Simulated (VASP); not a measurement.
# SiBiS (P4/mmm) in VASP: notebook, part 2 of 2

VASP 6.6.1. Earlier steps stand in the parts before.

## Step 3: Single point, PBE

This run uses another cell than the first one, of 24.62 Å³/atom.

Contents of INCAR:

```
SYSTEM = SiBiS
  PREC = Accurate
  ENCUT = 520
  EDIFF = 1E-6
  ISMEAR = 0
  SIGMA = 0.1
  LREAL = .False.
  LASPH = .True.
  NELM = 100
  ALGO = Normal
  ISIF = 2
  LWAVE = .False.
  LCHARG = .False.
  GGA = PE
  NBANDS = 20
```

Contents of KPOINTS:

```
regular mesh
0
Gamma
  4 4 4
  0 0 0
```

Contents of POSCAR:

```
SiBiS
1.0
    4.2038708200      0.0000000000      0.0000000000
    0.0000000000      4.2038708200      0.0000000000
    0.0000000000      0.0000000000      4.1795303900
Si Bi S
1 1 1
Direct
    0.0000000000      0.0000000000      0.5000000000
    0.5000000000      0.5000000000      0.0000000000
    0.5000000000      0.5000000000      0.5000000000
```

Potentials or basis: VASP PAW PBE potentials, release 64 (Si, Bi_d, S).

Run with:

```sh
cat potpaw_PBE.64/Si/POTCAR potpaw_PBE.64/Bi_d/POTCAR potpaw_PBE.64/S/POTCAR > POTCAR
mpirun -np 1 vasp_std > vasp.out
```

OUTCAR:

```text
SYSTEM = SiBiS
   PREC = Accurate
   ENCUT = 520
   EDIFF = 1E-6
   ISMEAR = 0
   LREAL = .False.
   LASPH = .True.
   NELM = 100
   ISIF = 2
   GGA = PE

 ion  position               nearest neighbor table
   1  0.000  0.000  0.500-
   2  0.500  0.500  0.000-   3 2.09   3 2.09
   3  0.500  0.500  0.500-   2 2.09   2 2.09

  LATTYP: Found a simple tetragonal cell.
 ALAT       =     4.2038708200
 C/A-ratio  =     0.9942099957

  Lattice vectors:

 A1 = (   4.2038708200,   0.0000000000,   0.0000000000)
 A2 = (   0.0000000000,   4.2038708200,   0.0000000000)
 A3 = (   0.0000000000,   0.0000000000,   4.1795303900)

Analysis of symmetry for initial positions (statically):
=====================================================================
 Subroutine PRICEL returns:
 Original cell was already a primitive cell.

 Routine SETGRP: Setting up the symmetry group for a
 simple tetragonal supercell.

 Subroutine GETGRP returns: Found 16 space group operations
 (whereof 16 operations were pure point group operations)
 out of a pool of 16 trial point group operations.

The static configuration has the point symmetry D_4h.

Analysis of symmetry for dynamics (positions and initial velocities):
=====================================================================
 Subroutine PRICEL returns:
 Original cell was already a primitive cell.

 Routine SETGRP: Setting up the symmetry group for a
 simple tetragonal supercell.

 Subroutine GETGRP returns: Found 16 space group operations
 (whereof 16 operations were pure point group operations)
 out of a pool of 16 trial point group operations.

The dynamic configuration has the point symmetry D_4h.

 Subroutine INISYM returns: Found 16 space group operations
 (whereof 16 operations are pure point group operations),
 and found     1 'primitive' translations

----------------------------------------------------------------------------------------

                                     Primitive cell

  volume of cell :      73.8629

  direct lattice vectors                    reciprocal lattice vectors
     4.203870820  0.000000000  0.000000000     0.237876006  0.000000000  0.000000000
     0.000000000  4.203870820  0.000000000     0.000000000  0.237876006  0.000000000
     0.000000000  0.000000000  4.179530390     0.000000000  0.000000000  0.239261330

  length of vectors
     4.203870820  4.203870820  4.179530390     0.237876006  0.237876006  0.239261330

  position of ions in fractional coordinates (direct lattice)
     0.000000000  0.000000000  0.500000000
     0.500000000  0.500000000  0.000000000
     0.500000000  0.500000000  0.500000000

  ion indices of the primitive-cell ions
   primitive index   ion index
                 1           1
                 2           2
                 3           3

----------------------------------------------------------------------------------------

 KPOINTS: regular mesh

Automatic generation of k-mesh.
 Grid dimensions read from file:
 generate k-points for:    4    4    4

 Generating k-lattice:

  Cartesian coordinates                     Fractional coordinates (reciprocal lattice)
     0.059469001  0.000000000  0.000000000     0.250000000  0.000000000  0.000000000
     0.000000000  0.059469001  0.000000000     0.000000000  0.250000000  0.000000000
     0.000000000  0.000000000  0.059815333     0.000000000  0.000000000  0.250000000

  Length of vectors
     0.059469001  0.059469001  0.059815333

  Shift w.r.t. Gamma in fractional coordinates (k-lattice)
     0.000000000  0.000000000  0.000000000

 Subroutine IBZKPT returns following result:
 ===========================================

 Found     18 irreducible k-points:

 Following reciprocal coordinates:
            Coordinates               Weight
  0.000000  0.000000  0.000000      1.000000
  0.250000  0.000000  0.000000      4.000000
  0.500000  0.000000  0.000000      2.000000
  0.250000  0.250000  0.000000      4.000000
  0.500000  0.250000  0.000000      4.000000
  0.500000  0.500000  0.000000      1.000000
[... 10 lines left out ...]
  0.500000  0.250000  0.500000      4.000000
  0.500000  0.500000  0.500000      1.000000
   k-points           NKPTS =     18   k-points in BZ     NKDIM =     18   number of bands    NBANDS=     20
   number of dos      NEDOS =    301   number of ions     NIONS =      3
   total plane-waves  NPLWV =  32768
   dimension x,y,z NGX =    32 NGY =   32 NGZ =   32
   dimension x,y,z NGXF=    64 NGYF=   64 NGZF=   64
   ions per type =               1   1   1
   NGX,Y,Z   is equivalent  to a cutoff of  12.65, 12.65, 12.73 a.u.
   NGXF,Y,Z  is equivalent  to a cutoff of  25.31, 25.31, 25.46 a.u.
 SYSTEM =  SiBiS
   PREC   = accura    normal or accurate (medium, high low for compatibility)
   ISTART =      0    job   : 0-new  1-cont  2-samecut
   ICHARG =      2    charge: 1-file 2-atom 10-const
   ISPIN  =      1    spin polarized calculation?
   LNONCOLLINEAR =      F non collinear calculations
   LSORBIT =      F    spin-orbit coupling
   LASPH  =      T    aspherical Exc in radial PAW
   ENCUT  =  520.0 eV  38.22 Ry    6.18 a.u.   7.82  7.82  7.77*2*pi/ulx,y,z
   NELM   =    100;   NELMIN=  2; NELMDL= -5     # of ELM steps
   EDIFF  = 0.1E-05   stopping-criterion for ELM
   LREAL  =      F    real-space projection
   EDIFFG = 0.1E-04   stopping-criterion for IOM
   NSW    =      0    number of steps for IOM
   IBRION =     -1    ionic relax: 0-MD 1-quasi-New 2-CG
   NFREE  =      0    steps in history (QN), initial steepest desc. (CG)
   ISIF   =      2    stress and relaxation
   ISYM   =      2    0-nonsym 1-usesym 2-fastsym
   POTIM  = 0.5000    time-step for ionic-motion
   TEBEG  =    0.0;   TEEND  =   0.0 temperature during run
   PSTRESS=    0.0 pullay stress
   NELECT =      25.0000    total number of electrons
   NUPDOWN=      -1.0000    fix difference up-down
   EMIN   =  10.00;   EMAX   =-10.00  energy-range for DOS
   EFERMI =   0.00;   METHOD = LEGACY
   ISMEAR =     0;   SIGMA  =   0.10  broadening in eV -4-tet -1-fermi 0-gaus
   EFERMI_NEDOS =   21; number of points for ismear=-14 and -15
   IALGO  =     38    algorithm
   IMIX   =      4    mixing-type and parameters
     AMIX     =   0.40;   BMIX     =  1.00
     AMIX_MAG =   1.60;   BMIX_MAG =  1.00
  volume/ion in A,a.u.               =      24.62       166.15
  Fermi-wavevector in a.u.,A,eV,Ry     =   1.140896  2.155981 17.709941  1.301644
  Thomas-Fermi vector in A             =   2.277597
   LORBIT       =      0    0 simple, 1 ext, 2 COOP (PROOUT), +10 PAW based schemes
   GGA     = PE    functional components
   LHFCALC =     F    Hartree Fock is set to
   AEXX    =    0.0000 exact exchange contribution
   IVDW    =     0    specifies the selected vdW correction
   LEPSILON=     F    determine dielectric tensor
   LRPA    =     F    only Hartree local field effects (RPA)
 non-spin polarized calculation
 Gauss-broadening in eV      SIGMA  =   0.10
  energy-cutoff  :      520.00
  volume of cell :       73.86
 maximum number of plane-waves:      2000
 NGX is ok and might be reduce to    32
   NGX = 15   NGY = 15   NGZ = 15

 number of electron      25.0000000 magnetization

 Free energy of the ion-electron system (eV)
  ---------------------------------------------------
  ext. energy  EPLUGINS =         0.00000000
  ---------------------------------------------------
  free energy    TOTEN  =        -6.13577423 eV

  energy without entropy =       -6.12560575  energy(sigma->0) =       -6.13068999

 E-fermi :   6.6859     XC(G=0):  -9.6607

 val. band max:        6.6811511713   @ k =   0.5000   0.0000   0.2500
 cond. band min:       6.8557312645   @ k =   0.5000   0.0000   0.5000
 fundamental gap:      0.1745800932
 Fermi energy:         6.6858852415

 k-point     1 :       0.0000    0.0000    0.0000
  band No.  band energies     occupation
      1     -18.0420      2.00000
      2     -16.9105      2.00000
      3     -16.9105      2.00000
      4     -16.6755      2.00000
      5     -16.6513      2.00000
      6      -9.9079      2.00000
[... 12 lines left out ...]
     19      12.8391      0.00000
     20      13.4865      0.00000
[... 369 lines left out ...]
 k-point    18 :       0.5000    0.5000    0.5000
  band No.  band energies     occupation
      1     -17.7138      2.00000
      2     -16.9391      2.00000
      3     -16.9391      2.00000
      4     -16.6612      2.00000
      5     -16.6446      2.00000
      6      -9.1163      2.00000
[... 12 lines left out ...]
     19      16.4282      0.00000
     20      16.4696      0.00000

------------------------ aborting loop because EDIFF is reached ----------------------------------------

  FORCE on cell =-STRESS in cart. coord.  units (eV):
  Direction    XX          YY          ZZ          XY          YZ          ZX
  --------------------------------------------------------------------------------------
  -------------------------------------------------------------------------------------
  Total       -2.1776631     -2.1776631     47.9036304      0.0000000      0.0000000      0.0000000
  in kB      -47.2362123    -47.2362123   1039.0891220      0.0000000      0.0000000      0.0000000
  external PRESSURE =     314.8722325 kB  Pullay stress =       0.0000000 kB

 VOLUME and BASIS-vectors are now :
 -----------------------------------------------------------------------------
  energy-cutoff  :      520.00
  volume of cell :       73.86
      direct lattice vectors                 reciprocal lattice vectors
     4.203870820  0.000000000  0.000000000     0.237876006  0.000000000  0.000000000
     0.000000000  4.203870820  0.000000000     0.000000000  0.237876006  0.000000000
     0.000000000  0.000000000  4.179530390     0.000000000  0.000000000  0.239261330

 POSITION                                       TOTAL-FORCE (eV/Angst)
 -----------------------------------------------------------------------------------
      0.00000      0.00000      2.08977         0.000000      0.000000      0.000000
      2.10194      2.10194      0.00000         0.000000      0.000000      0.000000
      2.10194      2.10194      2.08977         0.000000      0.000000      0.000000
 -----------------------------------------------------------------------------------
    total drift:                                0.000000     -0.000000     -0.000000

  FREE ENERGIE OF THE ION-ELECTRON SYSTEM (eV)
  ---------------------------------------------------
  free  energy   TOTEN  =        -6.1357742345 eV

  energy  without entropy=       -6.1256057507  energy(sigma->0) =       -6.13068999
```

OSZICAR:

```text
N       E                     dE             d eps       ncg     rms          rms(c)
DAV:   1     0.205317023214E+03    0.20532E+03   -0.12115E+04   720   0.125E+03
DAV:   2     0.120626143962E+02   -0.19325E+03   -0.18721E+03   784   0.324E+02
DAV:   3    -0.595989115169E+01   -0.18023E+02   -0.17700E+02   908   0.103E+02
DAV:   4    -0.650425087781E+01   -0.54436E+00   -0.54362E+00   892   0.192E+01
DAV:   5    -0.652399614319E+01   -0.19745E-01   -0.19742E-01  1020   0.350E+00    0.216E+01
DAV:   6    -0.615724118249E+01    0.36675E+00   -0.11355E+00   896   0.599E+00    0.127E+01
DAV:   7    -0.614157691201E+01    0.15664E-01   -0.31687E-01   964   0.341E+00    0.145E+00
DAV:   8    -0.613562410440E+01    0.59528E-02   -0.49664E-02   908   0.157E+00    0.894E-01
DAV:   9    -0.613584444208E+01   -0.22034E-03   -0.49726E-03   960   0.425E-01    0.109E-01
DAV:  10    -0.613577516915E+01    0.69273E-04   -0.31661E-04  1008   0.134E-01    0.701E-02
DAV:  11    -0.613577711511E+01   -0.19460E-05   -0.52076E-05   844   0.589E-02    0.744E-02
DAV:  12    -0.613577478225E+01    0.23329E-05   -0.36913E-06   852   0.123E-02    0.129E-02
DAV:  13    -0.613577423450E+01    0.54775E-06   -0.58526E-07   508   0.751E-03
   1 F= -.61357742E+01 E0= -.61306900E+01  d E =-.101685E-01
```

stdout:

```text
POSCAR found type information on POSCAR SiBiS
 POSCAR found :  3 types and       3 ions
 scaLAPACK will be used
 LDA part: xc-table for (Slater+PW92), standard interpolation
 POSCAR, INCAR and KPOINTS ok, starting setup
 FFT: planning ... GRIDC
 FFT: planning ... GRID_SOFT
 FFT: planning ... GRID
 WAVECAR not read
 entering main loop
```

It took 8.8 s on 1 thread of Intel Xeon 6975P-C (Granite Rapids), shared host; peak memory 0.18 GiB.

What came out:

* Free energy: -6.1358 eV
* Pressure: 31.5 GPa
* Band gap on the k mesh: zero (an odd number of electrons rules out a gap without spin polarisation)

Caveat: the k points lie up to 0.38 Å⁻¹ apart, too coarse for converged energies and pressures of a metal; spin-orbit coupling is left out, which moves the levels of the heavy elements; an odd number of electrons without spin polarisation forces a metal; a magnetic or distorted state may lie lower.

The gap in the log of VASP goes by the Fermi energy; the results here count the filled bands.